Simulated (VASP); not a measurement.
# Al2Pt in VASP: a series of runs

The runs below take Al2Pt through single point, with LDA.

Everything below comes from runs of VASP 6.6.1. Logs are shortened: lines on timing, memory, paths and dates and some standing lists are left out, and cuts for length are marked.

**1. The cell of the first run**

It takes space group R-3m (No. 166, trigonal). The conventional cell has a = 4.137 Å, b = 4.137 Å, c = 10.441 Å, α = 90.00°, β = 90.00°, γ = 120.00°. Within 3.4 Å of Al (site symmetry 3m) lie 4 Pt at 2.54 to 2.61 Å and 6 Al at 2.96 Å. Pt (site symmetry -3m) has 8 Al at 2.54 to 2.61 Å within 3.4 Å.

**2. Single point, LDA (equal xy, yz and zx shear strains of +2 %)**

Contents of INCAR:

```
SYSTEM = Al2Pt
PREC = Accurate ; ENCUT = 520
EDIFF = 1E-7 ; ISMEAR = -1
SIGMA = 0.08 ; LREAL = .False.
LASPH = .True. ; NELM = 80
ALGO = Normal ; ISIF = 2
LWAVE = .False. ; LCHARG = .False.
NBANDS = 15
```

Contents of KPOINTS:

```
regular mesh
0
Gamma
  12 12 12
  0 0 0
```

Contents of POSCAR:

```
Al2Pt
1.0
    0.0591000000      2.9845500000      2.9845500000
    2.9845500000      0.0591000000      2.9845500000
    2.9845500000      2.9845500000      0.0591000000
Al Pt
2 1
Direct
    0.2500000000      0.2500000000      0.2500000000
    0.7500000000      0.7500000000      0.7500000000
    0.0000000000      0.0000000000      0.0000000000
```

Potentials or basis: VASP PAW LDA potentials, release 64 (Al, Pt).

Run with:

```bash
$ cat potpaw_LDA.64/Al/POTCAR potpaw_LDA.64/Pt/POTCAR > POTCAR
$ mpirun -np 1 vasp_std > vasp.out
```

OUTCAR:

```text
SYSTEM = Al2Pt
   PREC = Accurate
   ENCUT = 520
   EDIFF = 1E-7
   ISMEAR = -1
   LREAL = .False.
   LASPH = .True.
   NELM = 80
   ISIF = 2

 ion  position               nearest neighbor table
   1  0.250  0.250  0.250-   3 2.54   3 2.54   3 2.54   3 2.61   2 2.96   2 2.96   2 2.96   2 2.96
                             2 2.96   2 2.96
   2  0.750  0.750  0.750-   3 2.54   3 2.54   3 2.54   3 2.61   1 2.96   1 2.96   1 2.96   1 2.96
                             1 2.96   1 2.96
   3  0.000  0.000  0.000-   2 2.54   2 2.54   1 2.54   1 2.54   2 2.54   1 2.54   2 2.61   1 2.61

  LATTYP: Found a trigonal (rhomboedric) cell.
 ALAT       =     4.2212048298
 COS(alpha) =     0.5197000882

  Lattice vectors:

 A1 = (   0.0591000000,   2.9845500000,   2.9845500000)
 A2 = (   2.9845500000,   0.0591000000,   2.9845500000)
 A3 = (   2.9845500000,   2.9845500000,   0.0591000000)

Analysis of symmetry for initial positions (statically):
=====================================================================
 Subroutine PRICEL returns:
 Original cell was already a primitive cell.

 Routine SETGRP: Setting up the symmetry group for a
 trigonal (rhombohedral) supercell.

 Subroutine GETGRP returns: Found 12 space group operations
 (whereof 12 operations were pure point group operations)
 out of a pool of 12 trial point group operations.

The static configuration has the point symmetry D_3d.

Analysis of symmetry for dynamics (positions and initial velocities):
=====================================================================
 Subroutine PRICEL returns:
 Original cell was already a primitive cell.

 Routine SETGRP: Setting up the symmetry group for a
 trigonal (rhombohedral) supercell.

 Subroutine GETGRP returns: Found 12 space group operations
 (whereof 12 operations were pure point group operations)
 out of a pool of 12 trial point group operations.

The dynamic configuration has the point symmetry D_3d.

 Subroutine INISYM returns: Found 12 space group operations
 (whereof 12 operations are pure point group operations),
 and found     1 'primitive' translations

----------------------------------------------------------------------------------------

                                     Primitive cell

  volume of cell :      51.5909

  direct lattice vectors                    reciprocal lattice vectors
     0.059100000  2.984550000  2.984550000    -0.172589503  0.169238250  0.169238250
     2.984550000  0.059100000  2.984550000     0.169238250 -0.172589503  0.169238250
     2.984550000  2.984550000  0.059100000     0.169238250  0.169238250 -0.172589503

  length of vectors
[... 92 lines left out ...]
   POTIM  = 0.5000    time-step for ionic-motion
   TEBEG  =    0.0;   TEEND  =   0.0 temperature during run
   PSTRESS=    0.0 pullay stress
   NELECT =      16.0000    total number of electrons
   NUPDOWN=      -1.0000    fix difference up-down
   EMIN   =  10.00;   EMAX   =-10.00  energy-range for DOS
   EFERMI =   0.00;   METHOD = LEGACY
   ISMEAR =    -1;   SIGMA  =   0.08  broadening in eV -4-tet -1-fermi 0-gaus
   EFERMI_NEDOS =   21; number of points for ismear=-14 and -15
   IALGO  =     38    algorithm
   IMIX   =      4    mixing-type and parameters
     AMIX     =   0.40;   BMIX     =  1.00
     AMIX_MAG =   1.60;   BMIX_MAG =  1.00
  volume/ion in A,a.u.               =      17.20       116.05
  Fermi-wavevector in a.u.,A,eV,Ry     =   1.108129  2.094061 16.707285  1.227951
  Thomas-Fermi vector in A             =   2.244653
   LORBIT       =      0    0 simple, 1 ext, 2 COOP (PROOUT), +10 PAW based schemes
   GGA     = CA    functional components
   LHFCALC =     F    Hartree Fock is set to
   AEXX    =    0.0000 exact exchange contribution
   IVDW    =     0    specifies the selected vdW correction
   LEPSILON=     F    determine dielectric tensor
   LRPA    =     F    only Hartree local field effects (RPA)
 non-spin polarized calculation
  energy-cutoff  :      520.00
  volume of cell :       51.59
 maximum number of plane-waves:      1416
   NGX = 15   NGY = 15   NGZ = 15

 number of electron      16.0000000 magnetization

 Free energy of the ion-electron system (eV)
  ---------------------------------------------------
  ext. energy  EPLUGINS =         0.00000000
  ---------------------------------------------------
  free energy    TOTEN  =       -18.57925232 eV

  energy without entropy =      -18.55451086  energy(sigma->0) =      -18.56688159

 E-fermi :   7.7309     XC(G=0): -10.8873

 val. band max:        7.7160902583   @ k =  -0.1667   0.5000   0.0833
 cond. band min:       7.7367954459   @ k =  -0.4167   0.5000   0.4167
 fundamental gap:      0.0207051876
 Fermi energy:         7.7308895154

 k-point     1 :       0.0000    0.0000    0.0000
  band No.  band energies     occupation
      1      -2.5087      2.00000
      2       2.6288      2.00000
      3       2.6299      2.00000
      4       2.6299      2.00000
      5       3.9989      2.00000
      6       3.9989      2.00000
      7      10.4182      0.00000
      8      11.3971      0.00000
      9      11.6733      0.00000
     10      11.6733      0.00000
     11      12.8537      0.00000
     12      13.2194      0.00000
     13      13.2194      0.00000
     14      13.9716      0.00000
[... 401 lines left out ...]
      2       1.6644      2.00000
      3       2.8796      2.00000
      4       3.1666      2.00000
      5       3.7267      2.00000
      6       4.0817      2.00000
      7       4.4643      2.00000
      8       7.2160      1.99680
      9       8.2905      0.00183
     10      11.0693      0.00000
     11      13.1734      0.00000
     12      13.6235      0.00000
     13      14.6947      0.00000
     14      16.5502      0.00000
     15      16.8198      0.00000

 [... further k-points ...]
[... 5 lines left out ...]
  --------------------------------------------------------------------------------------
  -------------------------------------------------------------------------------------
  Total       -1.1047933     -1.1047933     -1.1047933     -0.5046140     -0.5046140     -0.5046140
  in kB      -34.3098322    -34.3098322    -34.3098322    -15.6710057    -15.6710057    -15.6710057
  external PRESSURE =     -34.3098322 kB  Pullay stress =       0.0000000 kB

 VOLUME and BASIS-vectors are now :
 -----------------------------------------------------------------------------
  energy-cutoff  :      520.00
  volume of cell :       51.59
      direct lattice vectors                 reciprocal lattice vectors
     0.059100000  2.984550000  2.984550000    -0.172589503  0.169238250  0.169238250
     2.984550000  0.059100000  2.984550000     0.169238250 -0.172589503  0.169238250
     2.984550000  2.984550000  0.059100000     0.169238250  0.169238250 -0.172589503

 POSITION                                       TOTAL-FORCE (eV/Angst)
 -----------------------------------------------------------------------------------
      1.50705      1.50705      1.50705        -0.135664     -0.135664     -0.135664
      4.52115      4.52115      4.52115         0.135664      0.135664      0.135664
      0.00000      0.00000      0.00000        -0.000000     -0.000000     -0.000000
 -----------------------------------------------------------------------------------
    total drift:                                0.000000     -0.000000      0.000000

  FREE ENERGIE OF THE ION-ELECTRON SYSTEM (eV)
  ---------------------------------------------------
  free  energy   TOTEN  =       -18.5792523223 eV

  energy  without entropy=      -18.5545108605  energy(sigma->0) =      -18.56688159
```

stdout:

```text
POSCAR found type information on POSCAR AlPt
 POSCAR found :  2 types and       3 ions
 scaLAPACK will be used
 LDA part: xc-table for (Slater(with rela. corr.)+CA(PZ))
 , standard interpolation
 POSCAR, INCAR and KPOINTS ok, starting setup
 FFT: planning ... GRIDC
 FFT: planning ... GRID_SOFT
 FFT: planning ... GRID
 WAVECAR not read
 entering main loop
```

Run time: 68 s. Hardware: 1 thread of Intel Xeon 6975P-C, shared host; peak memory 0.27 GiB.

What came out:

```yaml
Free_energy: -18.5793 eV
Pressure: -3.4 GPa
Largest_force: 0.235 eV/Å
Band_gap_on_the_k_mesh: zero (band 8 reaches 11.40 eV, above the bottom of band 9 at 6.26 eV)
```

Forces in eV/Å, atoms in the order of the input:
```
Al  -0.136 -0.136 -0.136
Al   0.136  0.136  0.136
Pt   0.000  0.000  0.000
```

Caveat: the cell differs from its parent crystal (equal xy, yz and zx shear strains of +2 %); spin-orbit coupling is left out, which moves the levels of the heavy elements.

**3. Single point, LDA (volume scaled by 0.96)**

Contents of INCAR:

```
SYSTEM = Al2Pt
PREC = Accurate ; ENCUT = 520
EDIFF = 1E-6 ; ISMEAR = -1
SIGMA = 0.08 ; LREAL = .FALSE.
LASPH = .TRUE. ; NELM = 60
ALGO = Normal ; ISIF = 2
LWAVE = .FALSE. ; LCHARG = .FALSE.
NBANDS = 15
```

Contents of KPOINTS:

```
regular mesh
0
G
  12 12 12
  0 0 0
```

Contents of POSCAR:

```
Al2Pt
1.0
    0.0000000000      2.9150626719      2.9150626719
    2.9150626719      0.0000000000      2.9150626719
    2.9150626719      2.9150626719      0.0000000000
Al Pt
2 1
Direct
    0.2500000000      0.2500000000      0.2500000000
    0.7500000000      0.7500000000      0.7500000000
    0.0000000000      0.0000000000      0.0000000000
```

Potentials or basis: VASP PAW LDA potentials, release 64 (Al, Pt).

Run with:

```bash
$ cat potpaw_LDA.64/Al/POTCAR potpaw_LDA.64/Pt/POTCAR > POTCAR
$ mpirun -np 1 vasp_std > vasp.out
```

Run time: 19 s. Hardware: 1 thread of Intel Xeon Platinum 8559C (Emerald Rapids), shared host; peak memory 0.19 GiB.

Results (log left out):

- Free energy: -18.6041 eV
- Pressure: 2.2 GPa
- Band gap on the k mesh: zero (band 8 reaches 12.06 eV, above the bottom of band 9 at 6.53 eV)

Levels at points of the mesh, in eV from the Fermi level:
```
           k point  band 6  band 7  band 8  band 9  band 10  band 11
(0.00, 0.00, 0.00)   -3.91    3.11    3.84    3.84     3.84     5.61
(0.50, 0.00, 0.00)   -3.67   -3.67    1.00    1.00     3.76     5.31
(0.50, 0.50, 0.00)   -3.58   -3.38   -1.69   -1.69     3.36     3.41
```

Caveat: spin-orbit coupling is left out, which moves the levels of the heavy elements.

[end of part 1 of 2]
